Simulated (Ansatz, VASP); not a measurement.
**Ga2P3: VASP beside Ansatz**

```
Ga P
1.0
     3.04552    1.75833    5.55961
    -3.04552    1.75833    5.55961
     0.00000   -3.51667    5.55961
Ga P
4 6
Cartesian
  0.0000 0.0000 14.0070
  0.0000 0.0000 11.0113
  0.0000 0.0000 5.6676
  0.0000 0.0000 2.6718
  -2.0642 0.0585 9.7293
  0.9814 -1.8169 9.7293
  1.0828 1.7583 9.7293
  -1.0828 -1.7583 6.9495
  -0.9814 1.8169 6.9495
  2.0642 -0.0585 6.9495
```

Change from the starting cell: species swapped into the Ag2Br3 type (R-3c, No. 167).

Alike in both runs: task single point; functional PBE; k mesh 3 × 3 × 3; occupations gaussian, width 0.1 eV; no spin polarisation.

|  | VASP | Ansatz |
| --- | --- | --- |
| version | VASP 6.6.1 | Ansatz 0.2.0 |
| potentials or method | VASP PAW PBE potentials, release 64 (Ga_d, P), cutoff 520 eV | scalar-relativistic, plane waves, PAW |
| valence electrons in the cell | 82 | 82 |

|  | VASP | Ansatz | Ansatz less VASP |
| --- | --- | --- | --- |
| gap on the k mesh at the Fermi level (eV) | none | none | - |
| pressure (GPa) | 6.6 | 6.6 | -0.03 |
| traceless stress, the component that is largest in VASP (GPa) | 1.31 | 1.33 | +0.020 |
| rms of the force components (eV/Å) | 0.279 | 0.280 | +0.0008 |

Atom by atom the forces differ by 0.001 eV/Å (rms over components). A gap of «none» marks a metal or a gap that the smearing closes.

The k mesh is coarse, so the values compare programs but aren't converged.
